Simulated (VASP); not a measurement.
A run of VASP 6.6.1 is set up as follows.

File POSCAR:

```
In
1.0
    3.3300000000      0.0000000000      0.0000000000
   -1.6650000000      2.8838645946      0.0000000000
    0.0000000000      0.0000000000      5.4378900000
In
2
Direct
    0.3333333333      0.6666666667      0.2500000000
    0.6666666667      0.3333333333      0.7500000000
```

Contents of INCAR.step1:

```
SYSTEM = In
PREC     = Accurate       ! precision mode
ENCUT    = 600            ! plane-wave cutoff, eV
ISMEAR   = -1             ! smearing method
SIGMA    = 0.05           ! smearing width, eV
LREAL    = .FALSE.        ! projectors in reciprocal space
LASPH    = .TRUE.         ! aspherical terms in the spheres
NELM     = 60             ! most SCF steps
GGA      = PE             ! functional
ALGO     = Normal         ! electronic algorithm
EDIFF    = 1E-4           ! SCF threshold, eV
LWAVE    = .TRUE.         ! write WAVECAR
LCHARG   = .FALSE.        ! write CHGCAR
```

INCAR.step2

```
SYSTEM = In
PREC     = Accurate       ! precision mode
ENCUT    = 600            ! plane-wave cutoff, eV
EDIFF    = 1E-6           ! SCF threshold, eV
ISMEAR   = -1             ! smearing method
SIGMA    = 0.05           ! smearing width, eV
LREAL    = .FALSE.        ! projectors in reciprocal space
LASPH    = .TRUE.         ! aspherical terms in the spheres
NELM     = 60             ! most SCF steps
ALGO     = Normal         ! electronic algorithm
ISIF     = 3              ! what is computed and relaxed
LWAVE    = .FALSE.        ! write WAVECAR
LCHARG   = .FALSE.        ! write CHGCAR
METAGGA  = R2SCAN         ! meta-GGA
LMIXTAU  = .TRUE.       
IBRION   = 2              ! ionic algorithm
NSW      = 80             ! ionic steps
EDIFFG   = -0.02          ! ionic threshold
PSTRESS  = 100.0        
ISTART   = 1
```

File KPOINTS:

```
Automatic mesh
0
G
  7 7 4
  0 0 0
```

Potentials or basis: VASP PAW PBE potentials, release 64 (In_d).

Launch:

```sh
$ cat potpaw_PBE.64/In_d/POTCAR > POTCAR
$ cp INCAR.step1 INCAR
$ mpirun -np 1 vasp_std > vasp.out
$ cp INCAR.step2 INCAR
$ mpirun -np 1 vasp_std > vasp.out
```

Question: What does it give for the relaxed volume?

Answer: 22.45 Å³/atom.

Question: Estimate the band gap on the k mesh.

Answer: Zero (bands 13 and 14 overlap by 7.39 eV).

Question: What does it give for the relaxed cell?

Answer: a = 3.165 Å, b = 3.165 Å, c = 5.176 Å, α = 90.00°, β = 90.00°, γ = 120.00°.

Final structure:
```
In
1.0
     3.16472    0.00000    0.00000
    -1.58236    2.74073    0.00000
     0.00000    0.00000    5.17626
In
2
Direct
  0.33333 0.66667 0.25000
  0.66667 0.33333 0.75000
```

Caveat: the cell is relaxed towards a set pressure, so the run minimises the enthalpy, not the energy; the PAW data sets were made with another functional, which shifts forces and pressure a little; spin-orbit coupling is left out, which moves the levels of the heavy elements.
